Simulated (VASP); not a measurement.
Cd: single point with RPBE

The system is Cd.

```xyz
2
Lattice="0.0000 3.5789 3.5789 3.5789 0.0000 3.5789 3.5789 3.5789 0.0000" Properties=species:S:1:pos:R:3 pbc="T T T"
Cd    0.8947    0.8947    0.8947
Cd    6.2631    6.2631    6.2631
```

This isn't the form of Cd at room conditions, which is hcp.

```
Program             : VASP 6.6.1
Task                : single point
Functional          : RPBE
Potentials or basis : VASP PAW PBE potentials, release 64 (Cd)
Cutoff              : 520 eV
k mesh              : 9 × 9 × 9
Occupations         : fermi-dirac, width 0.1 eV
Spin                : no spin polarisation
```

| Quantity | Value |
| --- | --- |
| Pressure | -0.3 GPa |
| Band gap on the k mesh | zero (bands 12 and 13 overlap by 3.24 eV) |

Levels at points of the mesh, in eV from the Fermi level:
```
           k point  band 10  band 11  band 12  band 13  band 14  band 15
(0.00, 0.00, 0.00)    -8.50    -5.65     3.06     3.41     3.41     3.41
```

Wall time 36 s on 1 thread of Intel(R) Xeon(R) Platinum 8488C (Sapphire Rapids), with other jobs on the host, peak memory 0.26 GiB.

Caveat: the PAW data sets were made with another functional, which shifts forces and pressure a little.
